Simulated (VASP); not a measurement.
# Fe (Im-3m) in VASP: notebook

Runs on Fe. Level: PBE. Tasks: single point.

Program: VASP 6.6.1. These are calculated values, not measurements. Logs are shortened: lines on timing, memory, paths and dates and some standing lists are left out, and cuts for length are marked.

### Step 1. The cell of the first run

Symmetry: Im-3m, No. 229, cubic system. The conventional cell has a = 2.778 Å, b = 2.778 Å, c = 2.778 Å, α = 90.00°, β = 90.00°, γ = 90.00°. Fe (site symmetry m-3m) has 14 Fe at 2.41 to 2.78 Å within 3.2 Å.

### Step 2. Single point, PBE

File INCAR:

```
ALGO     = Normal         # electronic algorithm
EDIFF    = 1E-7           # SCF threshold, eV
ENCUT    = 520            # plane-wave cutoff, eV
GGA      = PE             # functional
ISIF     = 2              # what is computed and relaxed
ISMEAR   = -1             # smearing method
LASPH    = True           # aspherical terms in the spheres
LCHARG   = True           # write CHGCAR
LELF     = True           # ELF
LREAL    = False          # projectors in reciprocal space
LVHAR    = True         
LWAVE    = False          # write WAVECAR
NBANDS   = 10             # bands
NELM     = 100            # most SCF steps
PREC     = Accurate       # precision mode
SIGMA    = 0.06122561905347299 # smearing width, eV
```

File KPOINTS:

```
k-points
0
Gamma
  28 28 28
```

File POSCAR:

```
Fe
1.0
   -1.3888810567      1.3888810567      1.3888810567
    1.3888810567     -1.3888810567      1.3888810567
    1.3888810567      1.3888810567     -1.3888810567
Fe
1
Direct
    0.0000000000      0.0000000000      0.0000000000
```

Potentials or basis: VASP PAW PBE potentials, release 64 (Fe).

On the command line:

```bash
$ cat potpaw_PBE.64/Fe/POTCAR > POTCAR
$ mpirun -np 1 vasp_std > vasp.out
```

OUTCAR:

```text
EDIFF = 1E-7
   ENCUT = 520
   GGA = PE
   ISIF = 2
   ISMEAR = -1
   LASPH = True
   LREAL = False
   NELM = 100
   PREC = Accurate

 ion  position               nearest neighbor table
   1  0.000  0.000  0.000-

  LATTYP: Found a body centered cubic cell.
 ALAT       =     2.7777621134

  Lattice vectors:

 A1 = (  -1.3888810567,   1.3888810567,   1.3888810567)
 A2 = (   1.3888810567,  -1.3888810567,   1.3888810567)
 A3 = (   1.3888810567,   1.3888810567,  -1.3888810567)

Analysis of symmetry for initial positions (statically):
=====================================================================
 Subroutine PRICEL returns:
 Original cell was already a primitive cell.

 Routine SETGRP: Setting up the symmetry group for a
 body centered cubic supercell.

 Subroutine GETGRP returns: Found 48 space group operations
 (whereof 48 operations were pure point group operations)
 out of a pool of 48 trial point group operations.

The static configuration has the point symmetry O_h .

Analysis of symmetry for dynamics (positions and initial velocities):
=====================================================================
 Subroutine PRICEL returns:
 Original cell was already a primitive cell.

 Routine SETGRP: Setting up the symmetry group for a
 body centered cubic supercell.

 Subroutine GETGRP returns: Found 48 space group operations
 (whereof 48 operations were pure point group operations)
 out of a pool of 48 trial point group operations.

The dynamic configuration has the point symmetry O_h .

 Subroutine INISYM returns: Found 48 space group operations
 (whereof 48 operations are pure point group operations),
 and found     1 'primitive' translations

----------------------------------------------------------------------------------------

                                     Primitive cell

  volume of cell :      10.7166

  direct lattice vectors                    reciprocal lattice vectors
    -1.388881057  1.388881057  1.388881057     0.000000000  0.360002030  0.360002030
     1.388881057 -1.388881057  1.388881057     0.360002030  0.000000000  0.360002030
     1.388881057  1.388881057 -1.388881057     0.360002030  0.360002030  0.000000000

  length of vectors
     2.405612556  2.405612556  2.405612556     0.509119753  0.509119753  0.509119753

  position of ions in fractional coordinates (direct lattice)
     0.000000000  0.000000000  0.000000000

  ion indices of the primitive-cell ions
   primitive index   ion index
                 1           1

----------------------------------------------------------------------------------------

 KPOINTS: k-points

Automatic generation of k-mesh.
 Grid dimensions read from file:
 generate k-points for:   28   28   28

 Generating k-lattice:

  Cartesian coordinates                     Fractional coordinates (reciprocal lattice)
     0.000000000  0.012857215  0.012857215     0.035714286  0.000000000  0.000000000
     0.012857215  0.000000000  0.012857215     0.000000000  0.035714286  0.000000000
     0.012857215  0.012857215  0.000000000     0.000000000  0.000000000  0.035714286

  Length of vectors
     0.018182848  0.018182848  0.018182848

  Shift w.r.t. Gamma in fractional coordinates (k-lattice)
     0.000000000  0.000000000  0.000000000

 Subroutine IBZKPT returns following result:
 ===========================================

 Found    624 irreducible k-points:

 Following reciprocal coordinates:
            Coordinates               Weight
  0.000000  0.000000  0.000000      1.000000
  0.035714  0.000000  0.000000     12.000000
  0.071429  0.000000  0.000000     12.000000
  0.107143  0.000000  0.000000     12.000000
  0.142857  0.000000  0.000000     12.000000
  0.178571  0.000000  0.000000     12.000000
[... 16 lines left out ...]
  0.285714  0.035714  0.000000     48.000000
  0.321429  0.035714 -0.000000     48.000000
 [... further k-points ...]
   k-points           NKPTS =    624   k-points in BZ     NKDIM =    624   number of bands    NBANDS=     10
   number of dos      NEDOS =    301   number of ions     NIONS =      1
   total plane-waves  NPLWV =   5832
   dimension x,y,z NGX =    18 NGY =   18 NGZ =   18
   dimension x,y,z NGXF=    36 NGYF=   36 NGZF=   36
   ions per type =               1
   NGX,Y,Z   is equivalent  to a cutoff of  12.44, 12.44, 12.44 a.u.
   NGXF,Y,Z  is equivalent  to a cutoff of  24.88, 24.88, 24.88 a.u.
 SYSTEM =  unknown system
   PREC   = accura    normal or accurate (medium, high low for compatibility)
   ISTART =      0    job   : 0-new  1-cont  2-samecut
   ICHARG =      2    charge: 1-file 2-atom 10-const
   ISPIN  =      1    spin polarized calculation?
   LNONCOLLINEAR =      F non collinear calculations
   LSORBIT =      F    spin-orbit coupling
   LASPH  =      T    aspherical Exc in radial PAW
   ENCUT  =  520.0 eV  38.22 Ry    6.18 a.u.   4.47  4.47  4.47*2*pi/ulx,y,z
   NELM   =    100;   NELMIN=  2; NELMDL= -5     # of ELM steps
   EDIFF  = 0.1E-06   stopping-criterion for ELM
   LREAL  =      F    real-space projection
   EDIFFG = 0.1E-05   stopping-criterion for IOM
   NSW    =      0    number of steps for IOM
   IBRION =     -1    ionic relax: 0-MD 1-quasi-New 2-CG
   NFREE  =      0    steps in history (QN), initial steepest desc. (CG)
   ISIF   =      2    stress and relaxation
   ISYM   =      2    0-nonsym 1-usesym 2-fastsym
   POTIM  = 0.5000    time-step for ionic-motion
   TEBEG  =    0.0;   TEEND  =   0.0 temperature during run
   PSTRESS=    0.0 pullay stress
   NELECT =       8.0000    total number of electrons
   NUPDOWN=      -1.0000    fix difference up-down
   EMIN   =  10.00;   EMAX   =-10.00  energy-range for DOS
   EFERMI =   0.00;   METHOD = LEGACY
   ISMEAR =    -1;   SIGMA  =   0.06  broadening in eV -4-tet -1-fermi 0-gaus
   EFERMI_NEDOS =   21; number of points for ismear=-14 and -15
   IALGO  =     38    algorithm
   IMIX   =      4    mixing-type and parameters
     AMIX     =   0.40;   BMIX     =  1.00
     AMIX_MAG =   1.60;   BMIX_MAG =  1.00
  volume/ion in A,a.u.               =      10.72        72.32
  Fermi-wavevector in a.u.,A,eV,Ry     =   1.485091  2.806415 30.007591  2.205496
  Thomas-Fermi vector in A             =   2.598546
   LORBIT       =      0    0 simple, 1 ext, 2 COOP (PROOUT), +10 PAW based schemes
   GGA     = PE    functional components
   LHFCALC =     F    Hartree Fock is set to
   AEXX    =    0.0000 exact exchange contribution
   IVDW    =     0    specifies the selected vdW correction
   LEPSILON=     F    determine dielectric tensor
   LRPA    =     F    only Hartree local field effects (RPA)
 non-spin polarized calculation
  energy-cutoff  :      520.00
  volume of cell :       10.72
 maximum number of plane-waves:       321
 NGX is ok and might be reduce to    18
   NGX =  9   NGY =  9   NGZ =  9

 number of electron       8.0000000 magnetization

 Free energy of the ion-electron system (eV)
  ---------------------------------------------------
  ext. energy  EPLUGINS =         0.00000000
  ---------------------------------------------------
  free energy    TOTEN  =        -7.78028174 eV

  energy without entropy =       -7.73815153  energy(sigma->0) =       -7.75921663

 E-fermi :   6.4956     XC(G=0): -13.4946

 val. band max:        6.4927615108   @ k =   0.1429   0.0357   0.0000
 cond. band min:       6.4974275951   @ k =  -0.3929   0.4643   0.2857
 fundamental gap:      0.0046660843
 Fermi energy:         6.4956225820

 k-point     1 :       0.0000    0.0000    0.0000
  band No.  band energies     occupation
      1      -2.2689      2.00000
      2       4.7596      2.00000
      3       4.7596      2.00000
      4       4.7596      2.00000
      5       6.4504      1.35317
      6       6.4504      1.35316
      7      31.9402      0.00000
      8      31.9402      0.00000
      9      31.9402      0.00000
     10      37.5729      0.00000

 k-point     2 :       0.0357    0.0000    0.0000
  band No.  band energies     occupation
      1      -2.2132      2.00000
      2       4.7424      2.00000
      3       4.7579      2.00000
      4       4.7916      2.00000
      5       6.4319      1.47809
      6       6.4518      1.34361
      7      31.5997      0.00000
      8      31.8766      0.00000
      9      31.9175      0.00000
     10      37.3493      0.00000

 k-point     3 :       0.0714    0.0000    0.0000
  band No.  band energies     occupation
      1      -2.0474      2.00000
      2       4.6920      2.00000
      3       4.7509      2.00000
      4       4.8867      2.00000
      5       6.3809      1.73370
      6       6.4559      1.31326
      7      30.7073      0.00000
      8      31.6611      0.00000
      9      31.8537      0.00000
     10      36.9498      0.00000

 k-point     4 :       0.1071    0.0000    0.0000
  band No.  band energies     occupation
      1      -1.7759      2.00000
      2       4.6116      2.00000
      3       4.7332      2.00000
      4       5.0420      2.00000
      5       6.3109      1.90670
      6       6.4634      1.25738
      7      29.4686      0.00000
      8      31.2495      0.00000
      9      31.7601      0.00000
     10      36.7191      0.00000
[... 222 lines left out ...]
 k-point    22 :       0.2500    0.0357    0.0000
  band No.  band energies     occupation
      1       0.4310      2.00000
      2       4.0360      2.00000
      3       4.5196      2.00000
      4       6.1852      1.98751
      5       6.3516      1.82627
      6       6.5679      0.47017
      7      22.3476      0.00000
      8      27.6605      0.00000
      9      30.8479      0.00000
     10      31.9029      0.00000

 k-point    23 :       0.2857    0.0357    0.0000
  band No.  band energies     occupation
      1       0.9349      2.00000
      2       3.9020      2.00000
      3       4.6154      2.00000
      4       6.2383      1.97051
      5       6.5966      0.32260
      6       6.7015      0.06695
      7      20.7292      0.00000
      8      26.9960      0.00000
      9      30.0868      0.00000
     10      31.6458      0.00000

 k-point    24 :       0.3214    0.0357   -0.0000
  band No.  band energies     occupation
      1       1.3252      2.00000
      2       3.7804      2.00000
      3       4.8738      2.00000
      4       6.3029      1.91765
      5       6.6325      0.19329
      6       7.0411      0.00027
      7      19.1796      0.00000
      8      26.4102      0.00000
      9      29.3305      0.00000
     10      31.5044      0.00000

 [... further k-points ...]
[... 5 lines left out ...]
  --------------------------------------------------------------------------------------
  -------------------------------------------------------------------------------------
  Total       -0.3734390     -0.3734390     -0.3734390     -0.0000000      0.0000000     -0.0000000
  in kB      -55.8309566    -55.8309566    -55.8309566     -0.0000000      0.0000000     -0.0000000
  external PRESSURE =     -55.8309566 kB  Pullay stress =       0.0000000 kB

 VOLUME and BASIS-vectors are now :
 -----------------------------------------------------------------------------
  energy-cutoff  :      520.00
  volume of cell :       10.72
      direct lattice vectors                 reciprocal lattice vectors
    -1.388881057  1.388881057  1.388881057     0.000000000  0.360002030  0.360002030
     1.388881057 -1.388881057  1.388881057     0.360002030  0.000000000  0.360002030
     1.388881057  1.388881057 -1.388881057     0.360002030  0.360002030  0.000000000

 POSITION                                       TOTAL-FORCE (eV/Angst)
 -----------------------------------------------------------------------------------
      0.00000      0.00000      0.00000         0.000000     -0.000000     -0.000000
 -----------------------------------------------------------------------------------
    total drift:                                0.000000     -0.000000      0.000000

  FREE ENERGIE OF THE ION-ELECTRON SYSTEM (eV)
  ---------------------------------------------------
  free  energy   TOTEN  =        -7.7802817417 eV

  energy  without entropy=       -7.7381515265  energy(sigma->0) =       -7.75921663
```

It took 1.7 min on 1 thread of AMD EPYC 7R13, shared host; peak memory 0.15 GiB.

What came out:

```yaml
Free_energy: -7.7803 eV
Pressure: -5.6 GPa
Band_gap_on_the_k_mesh: zero (band 4 reaches 7.50 eV, above the bottom of band 5 at 5.43 eV)
```

Caveat: the run has no spin polarisation, though such a crystal can be magnetic. Spin polarisation is off, so any magnetic state and its effect on volume and gap are missing.

(Continued in part 2 of 3.)
